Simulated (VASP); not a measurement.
# SiC (Imm2) in VASP: notebook

SiC is run at these levels: PBE; tasks: single point.

Everything below comes from runs of VASP 6.6.1. Logs are shortened: lines on timing, memory, paths and dates and some standing lists are left out, and cuts for length are marked.

### Step 1. The cell of the first run

Symmetry: Imm2, No. 44, orthorhombic system. Conventional cell: a = 3.010 Å, b = 3.184 Å, c = 4.380 Å, α = 90.00°, β = 90.00°, γ = 90.00°. Si (site symmetry mm2) has 4 C at 1.86 to 1.93 Å within 2.5 Å. Within 2.5 Å of C (site symmetry mm2) lie 4 Si at 1.86 to 1.93 Å.

### Step 2. Single point, PBE (strain +0.0562 x Voigt [0, 0, 0, 1, 0, 0])

File INCAR:

```
  ALGO = Normal
  EDIFF = 1E-6
  ENCUT = 520
  GGA = PE
  ISIF = 2
  ISMEAR = 0
  LASPH = T
  LCHARG = F
  LREAL = F
  LWAVE = F
  NBANDS = 11
  NELM = 80
  PREC = Accurate
  SIGMA = 0.05
```

File KPOINTS:

```
k-points
0
Gamma
  10 10 10
```

File POSCAR:

```
SiC
1.0
    0.0000000000      2.2513992737      2.2513992737
    2.1898640927      0.0615351810      2.1898640927
    2.1898640927      2.1898640927      0.0615351810
Si C
1 1
Direct
    0.0000000000      0.0000000000      0.0000000000
    0.7500000000      0.7500000000      0.7500000000
```

Potentials or basis: VASP PAW PBE potentials, release 64 (Si, C).

Run with:

```sh
$ cat potpaw_PBE.64/Si/POTCAR potpaw_PBE.64/C/POTCAR > POTCAR
$ mpirun -np 1 vasp_std > vasp.out
```

OUTCAR:

```text
EDIFF = 1E-6
   ENCUT = 520
   GGA = PE
   ISIF = 2
   ISMEAR = 0
   LASPH = T
   LREAL = F
   NELM = 80
   PREC = Accurate

 ion  position               nearest neighbor table
   1  0.000  0.000  0.000-   2 1.86   2 1.86   2 1.93   2 1.93
   2  0.750  0.750  0.750-   1 1.86   1 1.86   1 1.93   1 1.93

  LATTYP: Found a body centered orthorhombic cell.
 ALAT       =     3.0099116121
 B/A-ratio  =     1.0578248791
 C/A-ratio  =     1.4551019265

  Lattice vectors:

 A1 = (  -2.1898640927,   2.1898640927,   0.0615351810)
 A2 = (  -2.1898640927,  -2.1898640927,  -0.0615351810)
 A3 = (   2.1898640927,   0.0615351810,   2.1898640927)

Analysis of symmetry for initial positions (statically):
=====================================================================
 Subroutine PRICEL returns:
 Original cell was already a primitive cell.

 Routine SETGRP: Setting up the symmetry group for a
 body centered orthorhombic supercell.

 Subroutine GETGRP returns: Found  4 space group operations
 (whereof  4 operations were pure point group operations)
 out of a pool of  8 trial point group operations.

The static configuration has the point symmetry C_2v.

Analysis of symmetry for dynamics (positions and initial velocities):
=====================================================================
 Subroutine PRICEL returns:
 Original cell was already a primitive cell.

 Routine SETGRP: Setting up the symmetry group for a
 body centered orthorhombic supercell.

 Subroutine GETGRP returns: Found  4 space group operations
 (whereof  4 operations were pure point group operations)
 out of a pool of  8 trial point group operations.

The dynamic configuration has the point symmetry C_2v.

 Subroutine INISYM returns: Found  4 space group operations
 (whereof  4 operations are pure point group operations),
 and found     1 'primitive' translations

----------------------------------------------------------------------------------------

                                     Primitive cell

  volume of cell :      20.9864

  direct lattice vectors                    reciprocal lattice vectors
     0.000000000  2.251399274  2.251399274    -0.228324672  0.222084108  0.222084108
     2.189864093  0.061535181  2.189864093     0.228324672 -0.234926095  0.234926095
     2.189864093  2.189864093  0.061535181     0.228324672  0.234926095 -0.234926095

  length of vectors
     3.183959387  3.097546782  3.097546782     0.388297383  0.403128634  0.403128634

  position of ions in fractional coordinates (direct lattice)
     0.000000000  0.000000000  0.000000000
     0.750000000  0.750000000  0.750000000

  ion indices of the primitive-cell ions
   primitive index   ion index
                 1           1
                 2           2

----------------------------------------------------------------------------------------

 KPOINTS: k-points

Automatic generation of k-mesh.
 Grid dimensions read from file:
 generate k-points for:   10   10   10

 Generating k-lattice:

  Cartesian coordinates                     Fractional coordinates (reciprocal lattice)
    -0.022832467  0.022208411  0.022208411     0.100000000  0.000000000  0.000000000
     0.022832467 -0.023492609  0.023492609     0.000000000  0.100000000  0.000000000
     0.022832467  0.023492609 -0.023492609     0.000000000  0.000000000  0.100000000

  Length of vectors
     0.038829738  0.040312863  0.040312863

  Shift w.r.t. Gamma in fractional coordinates (k-lattice)
     0.000000000  0.000000000  0.000000000

 Subroutine IBZKPT returns following result:
 ===========================================

 Found    171 irreducible k-points:

 Following reciprocal coordinates:
            Coordinates               Weight
  0.000000  0.000000  0.000000      1.000000
  0.100000  0.000000  0.000000      4.000000
  0.200000  0.000000  0.000000      4.000000
  0.300000  0.000000  0.000000      4.000000
  0.400000  0.000000  0.000000      4.000000
  0.500000  0.000000  0.000000      2.000000
[... 16 lines left out ...]
 -0.400000  0.200000 -0.000000      8.000000
 -0.300000  0.200000 -0.000000      8.000000
 [... further k-points ...]
   k-points           NKPTS =    171   k-points in BZ     NKDIM =    171   number of bands    NBANDS=     11
   number of dos      NEDOS =    301   number of ions     NIONS =      2
   total plane-waves  NPLWV =  13824
   dimension x,y,z NGX =    24 NGY =   24 NGZ =   24
   dimension x,y,z NGXF=    48 NGYF=   48 NGZF=   48
   ions per type =               1   1
   NGX,Y,Z   is equivalent  to a cutoff of  12.53, 12.88, 12.88 a.u.
   NGXF,Y,Z  is equivalent  to a cutoff of  25.06, 25.76, 25.76 a.u.
 SYSTEM =  unknown system
   PREC   = accura    normal or accurate (medium, high low for compatibility)
   ISTART =      0    job   : 0-new  1-cont  2-samecut
   ICHARG =      2    charge: 1-file 2-atom 10-const
   ISPIN  =      1    spin polarized calculation?
   LNONCOLLINEAR =      F non collinear calculations
   LSORBIT =      F    spin-orbit coupling
   LASPH  =      T    aspherical Exc in radial PAW
   ENCUT  =  520.0 eV  38.22 Ry    6.18 a.u.   5.92  5.76  5.76*2*pi/ulx,y,z
   NELM   =     80;   NELMIN=  2; NELMDL= -5     # of ELM steps
   EDIFF  = 0.1E-05   stopping-criterion for ELM
   LREAL  =      F    real-space projection
   EDIFFG = 0.1E-04   stopping-criterion for IOM
   NSW    =      0    number of steps for IOM
   IBRION =     -1    ionic relax: 0-MD 1-quasi-New 2-CG
   NFREE  =      0    steps in history (QN), initial steepest desc. (CG)
   ISIF   =      2    stress and relaxation
   ISYM   =      2    0-nonsym 1-usesym 2-fastsym
   POTIM  = 0.5000    time-step for ionic-motion
   TEBEG  =    0.0;   TEEND  =   0.0 temperature during run
   PSTRESS=    0.0 pullay stress
   NELECT =       8.0000    total number of electrons
   NUPDOWN=      -1.0000    fix difference up-down
   EMIN   =  10.00;   EMAX   =-10.00  energy-range for DOS
   EFERMI =   0.00;   METHOD = LEGACY
   ISMEAR =     0;   SIGMA  =   0.05  broadening in eV -4-tet -1-fermi 0-gaus
   EFERMI_NEDOS =   21; number of points for ismear=-14 and -15
   IALGO  =     38    algorithm
   IMIX   =      4    mixing-type and parameters
     AMIX     =   0.40;   BMIX     =  1.00
     AMIX_MAG =   1.60;   BMIX_MAG =  1.00
  volume/ion in A,a.u.               =      10.49        70.81
  Fermi-wavevector in a.u.,A,eV,Ry     =   1.187022  2.243146 19.170890  1.409021
  Thomas-Fermi vector in A             =   2.323182
   LORBIT       =      0    0 simple, 1 ext, 2 COOP (PROOUT), +10 PAW based schemes
   GGA     = PE    functional components
   LHFCALC =     F    Hartree Fock is set to
   AEXX    =    0.0000 exact exchange contribution
   IVDW    =     0    specifies the selected vdW correction
   LEPSILON=     F    determine dielectric tensor
   LRPA    =     F    only Hartree local field effects (RPA)
 non-spin polarized calculation
 Gauss-broadening in eV      SIGMA  =   0.05
  energy-cutoff  :      520.00
  volume of cell :       20.99
 maximum number of plane-waves:       576
   NGX = 11   NGY = 11   NGZ = 11

 number of electron       8.0000000 magnetization

 Free energy of the ion-electron system (eV)
  ---------------------------------------------------
  ext. energy  EPLUGINS =         0.00000000
  ---------------------------------------------------
  free energy    TOTEN  =       -15.00604733 eV

  energy without entropy =      -15.00604733  energy(sigma->0) =      -15.00604733

 E-fermi :   8.4243     XC(G=0): -11.2939

 val. band max:        8.1149790213   @ k =   0.0000   0.0000   0.0000
 cond. band min:       9.2037931872   @ k =   0.0000   0.5000   0.5000
 fundamental gap:      1.0888141659
 Fermi energy:         8.4242505094

 k-point     1 :       0.0000    0.0000    0.0000
  band No.  band energies     occupation
      1      -7.3508      2.00000
      2       7.7999      2.00000
      3       7.9192      2.00000
      4       8.1150      2.00000
      5      13.5326      0.00000
      6      14.5398      0.00000
      7      15.6710      0.00000
      8      15.8173      0.00000
      9      22.3664      0.00000
     10      22.4290      0.00000
     11      24.1971      0.00000

 k-point     2 :       0.1000    0.0000    0.0000
  band No.  band energies     occupation
      1      -7.1661      2.00000
      2       6.7654      2.00000
      3       7.7749      2.00000
      4       7.9911      2.00000
      5      14.0649      0.00000
      6      14.8770      0.00000
      7      15.7202      0.00000
      8      16.0185      0.00000
      9      21.4241      0.00000
     10      21.7094      0.00000
     11      24.1863      0.00000

 k-point     3 :       0.2000    0.0000    0.0000
  band No.  band energies     occupation
      1      -6.6211      2.00000
      2       4.6250      2.00000
      3       7.5231      2.00000
      4       7.7010      2.00000
      5      14.1620      0.00000
      6      15.5328      0.00000
      7      16.2950      0.00000
      8      16.4880      0.00000
      9      20.6941      0.00000
     10      21.2557      0.00000
     11      23.3547      0.00000

 k-point     4 :       0.3000    0.0000    0.0000
  band No.  band energies     occupation
      1      -5.7539      2.00000
      2       2.3631      2.00000
      3       7.2659      2.00000
      4       7.3938      2.00000
      5      13.8930      0.00000
      6      15.5253      0.00000
      7      16.1546      0.00000
      8      17.5196      0.00000
      9      21.2831      0.00000
     10      22.1180      0.00000
     11      23.0744      0.00000

 k-point     5 :       0.4000    0.0000    0.0000
  band No.  band energies     occupation
      1      -4.6985      2.00000
      2       0.4051      2.00000
      3       7.0891      2.00000
      4       7.1761      2.00000
      5      13.6664      0.00000
      6      15.2345      0.00000
      7      15.8277      0.00000
      8      17.9716      0.00000
      9      22.7912      0.00000
     10      23.7307      0.00000
     11      23.9482      0.00000
[... 211 lines left out ...]
 k-point    21 :       0.4000    0.2000   -0.0000
  band No.  band energies     occupation
      1      -4.7705      2.00000
      2       2.1246      2.00000
      3       5.3653      2.00000
      4       5.9811      2.00000
      5      12.3701      0.00000
      6      15.5391      0.00000
      7      17.7950      0.00000
      8      18.1624      0.00000
      9      21.0317      0.00000
     10      25.0439      0.00000
     11      26.7121      0.00000

 k-point    22 :       0.5000    0.2000    0.0000
  band No.  band energies     occupation
      1      -3.7799      2.00000
      2       0.5339      2.00000
      3       4.7776      2.00000
      4       6.0646      2.00000
      5      12.4426      0.00000
      6      16.2299      0.00000
      7      17.5575      0.00000
      8      18.5942      0.00000
      9      21.4807      0.00000
     10      24.8131      0.00000
     11      26.9637      0.00000

 k-point    23 :      -0.4000    0.2000   -0.0000
  band No.  band energies     occupation
      1      -3.5301      2.00000
      2       0.1888      2.00000
      3       4.4066      2.00000
      4       6.3706      2.00000
      5      12.8447      0.00000
      6      16.2324      0.00000
      7      17.1966      0.00000
      8      19.0148      0.00000
      9      21.9313      0.00000
     10      22.6958      0.00000
     11      26.9628      0.00000

 k-point    24 :      -0.3000    0.2000   -0.0000
  band No.  band energies     occupation
      1      -4.3782      2.00000
      2       1.4515      2.00000
      3       4.3498      2.00000
      4       6.8292      2.00000
      5      13.5686      0.00000
      6      16.0554      0.00000
      7      16.8589      0.00000
      8      17.9908      0.00000
      9      20.5313      0.00000
     10      23.3645      0.00000
     11      27.0708      0.00000

 [... further k-points ...]
[... 5 lines left out ...]
  --------------------------------------------------------------------------------------
  -------------------------------------------------------------------------------------
  Total        0.0494832      0.1388024      0.1388024     -0.0000000     -1.9498715      0.0000000
  in kB        3.7777188     10.5966625     10.5966625     -0.0000000   -148.8600492      0.0000000
  external PRESSURE =       8.3236813 kB  Pullay stress =       0.0000000 kB

 VOLUME and BASIS-vectors are now :
 -----------------------------------------------------------------------------
  energy-cutoff  :      520.00
  volume of cell :       20.99
      direct lattice vectors                 reciprocal lattice vectors
     0.000000000  2.251399274  2.251399274    -0.228324672  0.222084108  0.222084108
     2.189864093  0.061535181  2.189864093     0.228324672 -0.234926095  0.234926095
     2.189864093  2.189864093  0.061535181     0.228324672  0.234926095 -0.234926095

 POSITION                                       TOTAL-FORCE (eV/Angst)
 -----------------------------------------------------------------------------------
      0.00000      0.00000      0.00000        -0.429600      0.000000     -0.000000
      3.28480      3.37710      3.37710         0.429600      0.000000      0.000000
 -----------------------------------------------------------------------------------
    total drift:                                0.000068     -0.000000     -0.000000

  FREE ENERGIE OF THE ION-ELECTRON SYSTEM (eV)
  ---------------------------------------------------
  free  energy   TOTEN  =       -15.0060473340 eV

  energy  without entropy=      -15.0060473340  energy(sigma->0) =      -15.00604733
```

Run time: 13 s. Hardware: 1 thread of Intel Xeon Platinum 8488C (Sapphire Rapids), shared host; peak memory 0.15 GiB.

What came out:

- Free energy: -15.0060 eV
- Pressure: 0.8 GPa
- Largest force: 0.430 eV/Å
- Band gap on the k mesh: 1.09 eV, indirect (least direct gap 3.97 eV)

Forces in eV/Å, atoms in the order of the input:
```
Si  -0.430  0.000  0.000
C    0.430  0.000  0.000
```

Caveat: the cell differs from its parent crystal (strain +0.0562 x Voigt [0, 0, 0, 1, 0, 0]). A k mesh can miss the band edges.

### Step 3. Single point, PBE (strain +0.0187 x Voigt [0, 0, 0, 1, 0, 0])

File INCAR:

```
SYSTEM = SiC
PREC = Accurate ; ENCUT = 520
EDIFF = 1E-6 ; ISMEAR = 0
SIGMA = 0.05 ; LREAL = .False.
LASPH = .True. ; NELM = 100
ALGO = Normal ; ISIF = 2
LWAVE = .False. ; LCHARG = .True.
GGA = PE ; LELF = .True.
LVHAR = .True. ; NBANDS = 11
```

File KPOINTS:

```
Automatic mesh
0
Gamma
  10 10 10
  0 0 0
```

File POSCAR:

```
SiC
1.0
    0.0000000000      2.2103393220      2.2103393220
    2.1898640927      0.0204752293      2.1898640927
    2.1898640927      2.1898640927      0.0204752293
Si C
1 1
Direct
    0.0000000000      0.0000000000      0.0000000000
    0.7500000000      0.7500000000      0.7500000000
```

Potentials or basis: VASP PAW PBE potentials, release 64 (Si, C).

Run with:

```sh
$ cat potpaw_PBE.64/Si/POTCAR potpaw_PBE.64/C/POTCAR > POTCAR
$ mpirun -np 1 vasp_std > vasp.out
```

OUTCAR:

```text
SYSTEM = SiC
   PREC = Accurate
   ENCUT = 520
   EDIFF = 1E-6
   ISMEAR = 0
   LREAL = .False.
   LASPH = .True.
   NELM = 100
   ISIF = 2
   GGA = PE

 ion  position               nearest neighbor table
   1  0.000  0.000  0.000-   2 1.88   2 1.88   2 1.91   2 1.91
   2  0.750  0.750  0.750-   1 1.88   1 1.88   1 1.91   1 1.91

  LATTYP: Found a body centered orthorhombic cell.
 ALAT       =     3.0679791527
 B/A-ratio  =     1.0188764953
 C/A-ratio  =     1.4275612602

  Lattice vectors:

 A1 = (  -2.1898640927,   2.1898640927,   0.0204752293)
 A2 = (  -2.1898640927,  -2.1898640927,  -0.0204752293)
 A3 = (   2.1898640927,   0.0204752293,   2.1898640927)

Analysis of symmetry for initial positions (statically):
=====================================================================
 Subroutine PRICEL returns:
 Original cell was already a primitive cell.

 Routine SETGRP: Setting up the symmetry group for a
 body centered orthorhombic supercell.

 Subroutine GETGRP returns: Found  4 space group operations
 (whereof  4 operations were pure point group operations)
 out of a pool of  8 trial point group operations.
[... 166 lines left out ...]
 cond. band min:       9.2984210517   @ k =   0.0000   0.5000   0.5000
 fundamental gap:      1.3042054549
 Fermi energy:         8.3069898084

 k-point     1 :       0.0000    0.0000    0.0000
  band No.  band energies     occupation
      1      -7.3468      2.00000
      2       7.8903      2.00000
      3       7.9380      2.00000
      4       7.9942      2.00000
      5      13.9289      0.00000
      6      14.9365      0.00000
      7      15.2220      0.00000
      8      15.3606      0.00000
      9      22.3608      0.00000
     10      22.3677      0.00000
     11      24.1911      0.00000
[... 309 lines left out ...]
 k-point    24 :      -0.3000    0.2000    0.0000
  band No.  band energies     occupation
      1      -4.3392      2.00000
      2       1.5291      2.00000
      3       4.2210      2.00000
      4       6.7913      2.00000
      5      13.5077      0.00000
      6      16.1263      0.00000
      7      16.6613      0.00000
      8      18.0319      0.00000
      9      20.5416      0.00000
     10      23.2729      0.00000
     11      26.8973      0.00000

 [... further k-points ...]
[... 5 lines left out ...]
  --------------------------------------------------------------------------------------
  -------------------------------------------------------------------------------------
  Total        0.0002898      0.0101921      0.0101921      0.0000000     -0.6473023      0.0000000
  in kB        0.0221071      0.7775565      0.7775565      0.0000000    -49.3826307      0.0000000
  external PRESSURE =       0.5257400 kB  Pullay stress =       0.0000000 kB

 VOLUME and BASIS-vectors are now :
 -----------------------------------------------------------------------------
  energy-cutoff  :      520.00
  volume of cell :       21.00
      direct lattice vectors                 reciprocal lattice vectors
     0.000000000  2.210339322  2.210339322    -0.228324672  0.226209612  0.226209612
     2.189864093  0.020475229  2.189864093     0.228324672 -0.230479656  0.230479656
     2.189864093  2.189864093  0.020475229     0.228324672  0.230479656 -0.230479656

 POSITION                                       TOTAL-FORCE (eV/Angst)
 -----------------------------------------------------------------------------------
      0.00000      0.00000      0.00000        -0.141508     -0.000000     -0.000000
      3.28480      3.31551      3.31551         0.141508      0.000000      0.000000
 -----------------------------------------------------------------------------------
    total drift:                                0.000028     -0.000000     -0.000000

  FREE ENERGIE OF THE ION-ELECTRON SYSTEM (eV)
  ---------------------------------------------------
  free  energy   TOTEN  =       -15.0547868107 eV

  energy  without entropy=      -15.0547868107  energy(sigma->0) =      -15.05478681
```

Run time: 13 s. Hardware: 1 thread of Intel Xeon Platinum 8488C (Sapphire Rapids), shared host; peak memory 0.16 GiB.

Results:

* Free energy: -15.0548 eV
* Pressure: 0.1 GPa
* Largest force: 0.142 eV/Å
* Band gap on the k mesh: 1.30 eV, indirect (least direct gap 4.37 eV)

Forces in eV/Å, atoms in the order of the input:
```
Si  -0.142  0.000  0.000
C    0.142  0.000  0.000
```

Caveat: the cell differs from its parent crystal (strain +0.0187 x Voigt [0, 0, 0, 1, 0, 0]). A k mesh can miss the band edges.
